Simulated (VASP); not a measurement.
# HfN (Fm-3m) in VASP: further runs

HfN is run at these levels: PBEsol; tasks: vibrations by perturbation theory, elastic constants.

Program: VASP 6.6.1. These are calculated values, not measurements. Logs are shortened: lines on timing, memory, paths and dates and some standing lists are left out, and cuts for length are marked.

### Step 1. The cell of the first run

The structure is cubic, space group Fm-3m (No. 225). Conventional cell: a = 4.372 Å, b = 4.372 Å, c = 4.372 Å, α = 90.00°, β = 90.00°, γ = 90.00°. Within 2.9 Å of Hf (site symmetry m-3m) lie 6 N at 2.19 Å. Within 2.9 Å of N (site symmetry m-3m) lie 6 Hf at 2.19 Å.

### Step 2. Vibrations by perturbation theory, PBEsol

Contents of INCAR:

```
SYSTEM = HfN
  PREC = Accurate
  ENCUT = 520
  EDIFF = 1E-8
  ISMEAR = -1
  SIGMA = 0.15
  LREAL = .False.
  LASPH = .True.
  NELM = 60
  ALGO = Normal
  ISIF = 2
  LWAVE = .False.
  LCHARG = .False.
  GGA = PS
  NBANDS = 14
  IBRION = 8
  NSW = 1
```

Contents of KPOINTS:

```
Automatic mesh
0
Gamma
  16 16 16
  0 0 0
```

Contents of POSCAR:

```
HfN
1.0
    0.0000000000      2.1862176670      2.1862176670
    2.1862176670      0.0000000000      2.1862176670
    2.1862176670      2.1862176670      0.0000000000
Hf N
1 1
Direct
    0.0000000000      0.0000000000      0.0000000000
    0.5000000000      0.5000000000      0.5000000000
```

Potentials or basis: VASP PAW PBE potentials, release 64 (Hf_pv, N).

The run is started by

```
> cat potpaw_PBE.64/Hf_pv/POTCAR potpaw_PBE.64/N/POTCAR > POTCAR
> mpirun -np 1 vasp_std > vasp.out
```

OUTCAR:

```text
SYSTEM = HfN
   PREC = Accurate
   ENCUT = 520
   EDIFF = 1E-8
   ISMEAR = -1
   LREAL = .False.
   LASPH = .True.
   NELM = 60
   ISIF = 2
   GGA = PS
   IBRION = 8
   NSW = 1

 ion  position               nearest neighbor table
   1  0.000  0.000  0.000-   2 2.19   2 2.19   2 2.19   2 2.19   2 2.19   2 2.19
   2  0.500  0.500  0.500-   1 2.19   1 2.19   1 2.19   1 2.19   1 2.19   1 2.19

  LATTYP: Found a face centered cubic cell.
 ALAT       =     4.3724353340

  Lattice vectors:

 A1 = (   0.0000000000,   2.1862176670,   2.1862176670)
 A2 = (   2.1862176670,   0.0000000000,   2.1862176670)
 A3 = (   2.1862176670,   2.1862176670,   0.0000000000)

Analysis of symmetry for initial positions (statically):
=====================================================================
 Subroutine PRICEL returns:
 Original cell was already a primitive cell.

 Routine SETGRP: Setting up the symmetry group for a
 face centered cubic supercell.

 Subroutine GETGRP returns: Found 48 space group operations
 (whereof 48 operations were pure point group operations)
 out of a pool of 48 trial point group operations.

The static configuration has the point symmetry O_h .

Analysis of symmetry for dynamics (positions and initial velocities):
=====================================================================
 Subroutine PRICEL returns:
 Original cell was already a primitive cell.

 Routine SETGRP: Setting up the symmetry group for a
 face centered cubic supercell.

 Subroutine GETGRP returns: Found 48 space group operations
 (whereof 48 operations were pure point group operations)
 out of a pool of 48 trial point group operations.

The dynamic configuration has the point symmetry O_h .

 Subroutine INISYM returns: Found 48 space group operations
 (whereof 48 operations are pure point group operations),
 and found     1 'primitive' translations

----------------------------------------------------------------------------------------

                                     Primitive cell

  volume of cell :      20.8983

  direct lattice vectors                    reciprocal lattice vectors
     0.000000000  2.186217667  2.186217667    -0.228705498  0.228705498  0.228705498
     2.186217667  0.000000000  2.186217667     0.228705498 -0.228705498  0.228705498
     2.186217667  2.186217667  0.000000000     0.228705498  0.228705498 -0.228705498

  length of vectors
     3.091778675  3.091778675  3.091778675     0.396129542  0.396129542  0.396129542

  position of ions in fractional coordinates (direct lattice)
     0.000000000  0.000000000  0.000000000
     0.500000000  0.500000000  0.500000000

  ion indices of the primitive-cell ions
   primitive index   ion index
                 1           1
                 2           2

----------------------------------------------------------------------------------------

 KPOINTS: Automatic mesh

Automatic generation of k-mesh.
 Grid dimensions read from file:
 generate k-points for:   16   16   16

 Generating k-lattice:

  Cartesian coordinates                     Fractional coordinates (reciprocal lattice)
    -0.014294094  0.014294094  0.014294094     0.062500000  0.000000000  0.000000000
     0.014294094 -0.014294094  0.014294094     0.000000000  0.062500000  0.000000000
     0.014294094  0.014294094 -0.014294094     0.000000000  0.000000000  0.062500000

  Length of vectors
     0.024758096  0.024758096  0.024758096

  Shift w.r.t. Gamma in fractional coordinates (k-lattice)
     0.000000000  0.000000000  0.000000000

[... 82 lines left out ...]
  energy-cutoff  :      520.00
  volume of cell :       20.90
 maximum number of plane-waves:       588
   NGX = 11   NGY = 11   NGZ = 11

--------------------------------------- Ionic step        1  -------------------------------------------

 number of electron      15.0000001 magnetization

 Free energy of the ion-electron system (eV)
  ---------------------------------------------------
  ext. energy  EPLUGINS =         0.00000000
  ---------------------------------------------------
  free energy    TOTEN  =       -22.87305984 eV

  energy without entropy =      -22.83442882  energy(sigma->0) =      -22.85374433

 E-fermi :   9.0920     XC(G=0): -13.4153

 val. band max:        9.0918642277   @ k =   0.3750   0.1250   0.0000
 cond. band min:       9.1773725522   @ k =  -0.1250   0.0625   0.0000
 fundamental gap:      0.0855083245
 Fermi energy:         9.0920359357

 k-point     1 :       0.0000    0.0000    0.0000
  band No.  band energies     occupation
      1     -21.5700      2.00000
      2     -21.5700      2.00000
      3     -21.5700      2.00000
      4      -8.9241      2.00000
      5       6.0062      2.00000
      6       6.0062      2.00000
      7       6.0062      2.00000
      8       8.6561      1.89633
      9       8.6561      1.89633
     10       8.6561      1.89633
     11      11.2816      0.00000
     12      11.2816      0.00000
     13      11.9085      0.00000
     14      18.8731      0.00000
[... 377 lines left out ...]
      1     -21.7148      2.00000
      2     -21.6047      2.00000
      3     -21.5717      2.00000
      4      -8.6260      2.00000
      5       4.9122      2.00000
      6       5.2266      2.00000
      7       5.5993      2.00000
      8       8.8508      1.66636
      9       8.8583      1.65213
     10       9.3711      0.26924
     11      11.6133      0.00000
     12      12.4850      0.00000
     13      12.7673      0.00000
     14      19.7758      0.00000

 [... further k-points ...]

------------------------ aborting loop because EDIFF is reached ----------------------------------------

  FORCE on cell =-STRESS in cart. coord.  units (eV):
  Direction    XX          YY          ZZ          XY          YZ          ZX
  --------------------------------------------------------------------------------------
  -------------------------------------------------------------------------------------
  Total        3.6283049      3.6283049      3.6283049      0.0000000      0.0000000      0.0000000
  in kB      278.1660720    278.1660720    278.1660720      0.0000000      0.0000000      0.0000000
  external PRESSURE =     278.1660720 kB  Pullay stress =       0.0000000 kB

 VOLUME and BASIS-vectors are now :
 -----------------------------------------------------------------------------
  energy-cutoff  :      520.00
  volume of cell :       20.90
      direct lattice vectors                 reciprocal lattice vectors
     0.000000000  2.186217667  2.186217667    -0.228705498  0.228705498  0.228705498
     2.186217667  0.000000000  2.186217667     0.228705498 -0.228705498  0.228705498
     2.186217667  2.186217667  0.000000000     0.228705498  0.228705498 -0.228705498

 POSITION                                       TOTAL-FORCE (eV/Angst)
 -----------------------------------------------------------------------------------
      0.00000      0.00000      0.00000        -0.000000      0.000000     -0.000000
      2.18622      2.18622      2.18622         0.000000     -0.000000      0.000000
 -----------------------------------------------------------------------------------
    total drift:                                0.000000     -0.000000     -0.000000

  FREE ENERGIE OF THE ION-ELECTRON SYSTEM (eV)
  ---------------------------------------------------
  free  energy   TOTEN  =       -22.8730598449 eV

  energy  without entropy=      -22.8344288210  energy(sigma->0) =      -22.85374433

[... ionic steps 2 to 3 ...]

--------------------------------------- Ionic step        4  -------------------------------------------

------------------------ aborting loop because EDIFF is reached ----------------------------------------

[... ionic steps 5 to 6 ...]

--------------------------------------- Ionic step        7  -------------------------------------------

 Free energy of the ion-electron system (eV)
  ---------------------------------------------------
  ---------------------------------------------------
  free energy    TOTEN  =        -0.23386278 eV

  energy without entropy =       -0.23386278

------------------------ aborting loop because EDIFF is reached ----------------------------------------

 INTERNAL STRAIN TENSOR  FOR ION    2  DIRECTION 1   (eV/Angst):
 -----------------------------------------------------------------------------
     0.02384  0.00000  0.00000
    -0.00000 -0.01494 -0.00000
     0.00000 -0.00000 -0.01494

 INTERNAL STRAIN TENSOR FOR ION    2 for displacements in x,y,z  (eV/Angst):
          X           Y           Z          XY          YZ          ZX
  --------------------------------------------------------------------------------
  x     0.00000     0.00000     0.00000     0.00000     0.00000     0.00000
  y     0.00000     0.00000     0.00000     0.00000     0.00000     0.00000
  z     0.00000     0.00000     0.00000     0.00000     0.00000     0.00000

 SECOND DERIVATIVES (NOT SYMMETRIZED)
 ------------------------------------
               1X          1Y          1Z          2X          2Y          2Z
  1X   -16.745504    0.000000    0.000000   16.745504    0.000000    0.000000
  1Y     0.000000  -16.745504    0.000000    0.000000   16.745504    0.000000
  1Z     0.000000    0.000000  -16.745504    0.000000    0.000000   16.745504
  2X    16.741495    0.000000    0.000000  -16.741495    0.000000    0.000000
  2Y     0.000000   16.741495    0.000000    0.000000  -16.741495    0.000000
  2Z     0.000000    0.000000   16.741495    0.000000    0.000000  -16.741495

 Eigenvectors and eigenvalues of the dynamical matrix
 ----------------------------------------------------

   1 f  =   17.752944 THz   111.545035 2PiTHz  592.174459 cm-1    73.420242 meV
             X         Y         Z           dx          dy          dz
      0.000000  0.000000  0.000000     0.000000    0.000000   -0.269726
      2.186218  2.186218  2.186218     0.000000    0.000000    0.962937
[... 21 lines left out ...]
   6 f/i=    0.000552 THz     0.003468 2PiTHz    0.018411 cm-1     0.002283 meV
             X         Y         Z           dx          dy          dz
      0.000000  0.000000  0.000000     0.962410   -0.031280    0.006034
      2.186218  2.186218  2.186218     0.269578   -0.008762    0.001690

--------------------------------------------------------------------------------------------------------

 ELASTIC MODULI CONTR FROM IONIC RELAXATION (kBar)
 Direction    XX          YY          ZZ          XY          YZ          ZX
 --------------------------------------------------------------------------------
 XX           0.0000      0.0000      0.0000      0.0000      0.0000      0.0000
 YY           0.0000      0.0000      0.0000      0.0000      0.0000      0.0000
 ZZ           0.0000      0.0000      0.0000      0.0000      0.0000      0.0000
 XY           0.0000      0.0000      0.0000      0.0000      0.0000      0.0000
 YZ           0.0000      0.0000      0.0000      0.0000      0.0000      0.0000
 ZX           0.0000      0.0000      0.0000      0.0000      0.0000      0.0000
 --------------------------------------------------------------------------------
```

It took 1.7 min on 1 thread of Intel Xeon 6975P-C (Granite Rapids), shared host; peak memory 0.35 GiB.

What came out:

- Highest phonon frequency at Γ: 592 cm⁻¹

Phonon frequencies in cm⁻¹ (negative: imaginary):
| q point | frequencies |
| --- | --- |
| (0.000, 0.000, 0.000) | 0 0 0 592 592 592 |

Caveat: the cell stands under pressure or tension, which shifts response properties; the PAW data sets were made with another functional, which shifts forces and pressure a little; spin-orbit coupling is left out, which moves the levels of the heavy elements.

### Step 3. Vibrations by perturbation theory, PBEsol

This run uses another cell than the first one, of 11.45 Å³/atom.

Contents of INCAR:

```
SYSTEM = HfN
PREC = Accurate
ENCUT = 520
EDIFF = 1E-8
ISMEAR = -1
SIGMA = 0.15
LREAL = .False.
LASPH = .True.
NELM = 60
ALGO = Normal
ISIF = 2
LWAVE = .False.
LCHARG = .False.
GGA = PS
IBRION = 8
NSW = 1
```

Contents of KPOINTS:

```
regular mesh
0
Gamma
  16 16 16
  0 0 0
```

Contents of POSCAR:

```
HfN
1.0
    0.0000000000      2.2538098022      2.2538098022
    2.2538098022      0.0000000000      2.2538098022
    2.2538098022      2.2538098022      0.0000000000
Hf N
1 1
Direct
    0.0000000000      0.0000000000      0.0000000000
    0.5000000000      0.5000000000      0.5000000000
```

Potentials or basis: VASP PAW PBE potentials, release 64 (Hf_pv, N).

The run is started by

```
> cat potpaw_PBE.64/Hf_pv/POTCAR potpaw_PBE.64/N/POTCAR > POTCAR
> mpirun -np 1 vasp_std > vasp.out
```

OUTCAR:

```text
SYSTEM = HfN
   PREC = Accurate
   ENCUT = 520
   EDIFF = 1E-8
   ISMEAR = -1
   LREAL = .False.
   LASPH = .True.
   NELM = 60
   ISIF = 2
   GGA = PS
   IBRION = 8
   NSW = 1

 ion  position               nearest neighbor table
   1  0.000  0.000  0.000-   2 2.25   2 2.25   2 2.25   2 2.25   2 2.25   2 2.25
   2  0.500  0.500  0.500-   1 2.25   1 2.25   1 2.25   1 2.25   1 2.25   1 2.25

  LATTYP: Found a face centered cubic cell.
 ALAT       =     4.5076196044

  Lattice vectors:
[... 591 lines left out ...]
               1X          1Y          1Z          2X          2Y          2Z
  1X   -11.874284    0.000000    0.000000   11.874284    0.000000    0.000000
  1Y     0.000000  -11.874284    0.000000    0.000000   11.874284    0.000000
  1Z     0.000000    0.000000  -11.874284    0.000000    0.000000   11.874284
  2X    11.872250    0.000000    0.000000  -11.872250    0.000000    0.000000
  2Y     0.000000   11.872250    0.000000    0.000000  -11.872250    0.000000
  2Z     0.000000    0.000000   11.872250    0.000000    0.000000  -11.872250

 Eigenvectors and eigenvalues of the dynamical matrix
 ----------------------------------------------------

   1 f  =   14.949914 THz    93.933078 2PiTHz  498.675444 cm-1    61.827847 meV
             X         Y         Z           dx          dy          dz
      0.000000  0.000000  0.000000    -0.269717    0.000000   -0.000000
      2.253810  2.253810  2.253810     0.962940   -0.000000   -0.000000
[... 21 lines left out ...]
   6 f/i=    0.000333 THz     0.002090 2PiTHz    0.011098 cm-1     0.001376 meV
             X         Y         Z           dx          dy          dz
      0.000000  0.000000  0.000000     0.926715   -0.259572    0.032769
      2.253810  2.253810  2.253810     0.259571   -0.072705    0.009179

--------------------------------------------------------------------------------------------------------

 ELASTIC MODULI CONTR FROM IONIC RELAXATION (kBar)
 Direction    XX          YY          ZZ          XY          YZ          ZX
 --------------------------------------------------------------------------------
 XX           0.0000      0.0000      0.0000      0.0000      0.0000      0.0000
 YY           0.0000      0.0000      0.0000      0.0000      0.0000      0.0000
 ZZ           0.0000      0.0000      0.0000      0.0000      0.0000      0.0000
 XY           0.0000      0.0000      0.0000      0.0000      0.0000      0.0000
 YZ           0.0000      0.0000      0.0000      0.0000      0.0000      0.0000
 ZX           0.0000      0.0000      0.0000      0.0000      0.0000      0.0000
 --------------------------------------------------------------------------------
```

stdout:

```text
POSCAR found type information on POSCAR HfN
 POSCAR found :  2 types and       2 ions
 scaLAPACK will be used
 -----------------------------------------------------------------------------
|                                                                             |
|                                                                             |
|     You enforced a specific xc type in the INCAR file but a different       |
|     I HOPE YOU KNOW WHAT YOU ARE DOING!                                     |
|                                                                             |
 -----------------------------------------------------------------------------

 LDA part: xc-table for (Slater+PW92), standard interpolation
 POSCAR, INCAR and KPOINTS ok, starting setup
 FFT: planning ... GRIDC
 FFT: planning ... GRID_SOFT
 FFT: planning ... GRID
 WAVECAR not read
 entering main loop
 Linear response reoptimize wavefunctions to high precision
 Linear response DOF=           2
 Linear response progress:
 first order change of Fermi-energy   0.22861E-03
 force on displaced ion       1 direction 1 : -11.874   0.000   0.000
 Linear response progress:
 first order change of Fermi-energy   0.16958E-03
 force on displaced ion       2 direction 1 : -11.872   0.000   0.000
 Linear response finished
```

Run time: 4.7 min. Hardware: 1 thread of Intel Xeon 8259CL, shared host; peak memory 0.36 GiB.

What came out:

```
Highest phonon frequency at Γ : 499 cm⁻¹
```

Phonon frequencies in cm⁻¹ (negative: imaginary):
```
              q point        frequencies
(0.000, 0.000, 0.000)  0 0 0 499 499 499
```

Caveat: the cell stands under pressure or tension, which shifts response properties; the PAW data sets were made with another functional, which shifts forces and pressure a little; spin-orbit coupling is left out, which moves the levels of the heavy elements.

[end of part 1 of 2]
